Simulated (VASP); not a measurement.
The system is BP.

```
B P
1.0
     0.00000    2.27415    2.27415
     2.27415    0.00000    2.27415
     2.27415    2.27415    0.00000
B P
1 1
Direct
  0.00000 0.00000 0.00000
  0.25000 0.25000 0.25000
```

```yaml
Program: VASP 6.6.1
Task: relaxation of cell and atoms
Functional: PBE
Dispersion: D3(BJ)
Potentials_or_basis: VASP PAW PBE potentials, release 64 (B, P)
Cutoff: 600 eV
k_mesh: 10 × 10 × 10
Occupations: gaussian, width 0.02 eV
Spin: no spin polarisation
```

At the start: pressure -4.6 GPa; volume 11.76 Å³/atom.

Problem. Where does the relaxation end?

Solution. Over 3 steps the energy falls by 4.9 meV/atom and the volume is 11.43 Å³/atom (-2.8 %); space group F-43m (No. 216, to 0.05 Å).

Step by step:
```
step  energy change (eV)  largest force (eV/Å)  pressure (GPa)  volume (Å³)
   1              0.0000                0.0000           -4.61        23.52
   2             -0.0044                0.0000            3.70        22.39
   3             -0.0097                0.0000            0.00        22.86
```

Final structure:
```
CELL_PARAMETERS angstrom
0.00000 2.25267 2.25267
2.25267 0.00000 2.25267
2.25267 2.25267 0.00000
ATOMIC_POSITIONS crystal
B 0.00000 0.00000 0.00000
P 0.25000 0.25000 0.25000
```
